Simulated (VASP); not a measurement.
Wanted: the native input for a VASP 6.6.1 run.

```
Task                   : relaxation of cell and atoms
Functional             : PBEsol
Potentials or basis    : VASP PAW PBE potentials, release 64 (Si, Ti_sv)
Cutoff                 : 600 eV
k mesh                 : 11 × 11 × 6
Occupations            : fermi-dirac, width 0.1 eV
Spin                   : no spin polarisation
Target pressure        : 40 GPa
Dipole correction      : no
Further INCAR settings : ALGO = Normal; EDIFF = 1e-07; IBRION = 2; EDIFFG = -0.005; NSW = 60; ISIF = 3
```

The structure of TiSi (anti NiAs type) lies in POSCAR:

```
TiSi
1.0
    3.3705782199      0.0000000000      0.0000000000
   -1.6852891100      2.9190063639      0.0000000000
    0.0000000000      0.0000000000      5.2243962408
Si Ti
2 2
Direct
    0.0000000000      0.0000000000      0.0000000000
    0.0000000000      0.0000000000      0.5000000000
    0.3333333333      0.6666666667      0.2500000000
    0.6666666667      0.3333333333      0.7500000000
```

The input as run:

INCAR

```
PREC = Accurate
ENCUT = 600
EDIFF = 1E-7
ISMEAR = -1
SIGMA = 0.1
LREAL = F
LASPH = T
NELM = 80
ALGO = Normal
ISIF = 3
LWAVE = F
LCHARG = F
GGA = PS
IBRION = 2
NSW = 60
EDIFFG = -0.005
PSTRESS = 400.0
```

KPOINTS

```
Automatic mesh
0
Gamma
  11 11 6
```

Potentials or basis: VASP PAW PBE potentials, release 64 (Si, Ti_sv).

The run is started by

```bash
$ cat potpaw_PBE.64/Si/POTCAR potpaw_PBE.64/Ti_sv/POTCAR > POTCAR
$ mpirun -np 1 vasp_std > vasp.out
```

Results of the run:

The relaxed volume is 13.00 Å³/atom and the relaxed cell is a = 3.535 Å, b = 3.535 Å, c = 4.806 Å, α = 90.00°, β = 90.00°, γ = 120.00°. The space group after relaxing (to 0.1 Å) is P6_3/mmc (No. 194) and the energy change on relaxing (the run minimises the enthalpy) is -117.7 meV/atom. The ionic steps are 12. The pressure after relaxing is 40.0 GPa and the band gap on the k mesh is zero (bands 16 and 17 overlap by 0.48 eV).

Caveat: the cell is relaxed towards a set pressure, so the run minimises the enthalpy, not the energy; the PAW data sets were made with another functional, which shifts forces and pressure a little.

Wall time 6.2 min on 1 thread of Intel(R) Xeon(R) Platinum 8488C (Sapphire Rapids), with other jobs on the host, peak memory 0.23 GiB.
